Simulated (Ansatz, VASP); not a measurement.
**Two plane-wave programs on B3C**

The input INCAR:

```
ALGO = Normal ; EDIFF = 1E-6
EDIFFG = -0.01 ; ENCUT = 600
GGA = PE ; IBRION = 2
ISIF = 3 ; ISMEAR = 0
LASPH = T ; LCHARG = F
LREAL = F ; LWAVE = F
NELM = 80 ; NSW = 100
PREC = Accurate ; SIGMA = 0.1
```

Contents of KPOINTS:

```
k-points
0
Gamma
  18 18 18
```

File POSCAR:

```
B3C
1.0
   -1.8449871737      1.8449871737      1.8449871737
    1.8449871737     -1.8449871737      1.8449871737
    1.8449871737      1.8449871737     -1.8449871737
B C
3 1
Direct
    0.0000000000      0.5000000000      0.5000000000
    0.5000000000      0.0000000000      0.5000000000
    0.5000000000      0.5000000000      0.0000000000
    0.0000000000      0.0000000000      0.0000000000
```

Input for Ansatz:

```yaml
crystal:
  lattice:
    - [-1.8449871737, 1.8449871737, 1.8449871737]
    - [1.8449871737, -1.8449871737, 1.8449871737]
    - [1.8449871737, 1.8449871737, -1.8449871737]
  atoms:
    - { symbol: B, position: [0.0, 0.5, 0.5] }
    - { symbol: B, position: [0.5, 0.0, 0.5] }
    - { symbol: B, position: [0.5, 0.5, 0.0] }
    - { symbol: C, position: [0.0, 0.0, 0.0] }
basis:
  ecutwfc: 420
kpoints:
  mp_grid: { grid: [18, 18, 18] }
hamiltonian:
  xc: pbe
scf:
  occupations: { method: gaussian, width: 0.1 }
output:
  forces: true
  stress: true
  eigenvalues: true
relax:
  adjacent_minimum: "off"
  f_tol: 0.01
  max_steps: 80
  cell: { stress_tol: 0.05 }
```

Alike in both runs: task relaxation of cell and atoms; functional PBE; k mesh 18 × 18 × 18; occupations gaussian, width 0.1 eV; no spin polarisation.

|  | VASP | Ansatz |
| --- | --- | --- |
| version | VASP 6.6.1 | Ansatz 0.2.0 |
| potentials or method | VASP PAW PBE potentials, release 64 (B, C), cutoff 600 eV | scalar-relativistic, plane waves, PAW |
| valence electrons in the cell | 13 | 13 |

|  | VASP | Ansatz | Ansatz less VASP |
| --- | --- | --- | --- |
| gap on the k mesh at the Fermi level, each at its own relaxed structure (eV) | none | none | - |
| relaxed volume (Å³/atom) | 6.29 | 6.29 | -0.002 |
| relaxed cell length with the largest relative difference (Å) | 3.198 | 3.197 | -0.0004 |

A gap of «none» marks a metal or a gap that the smearing closes.
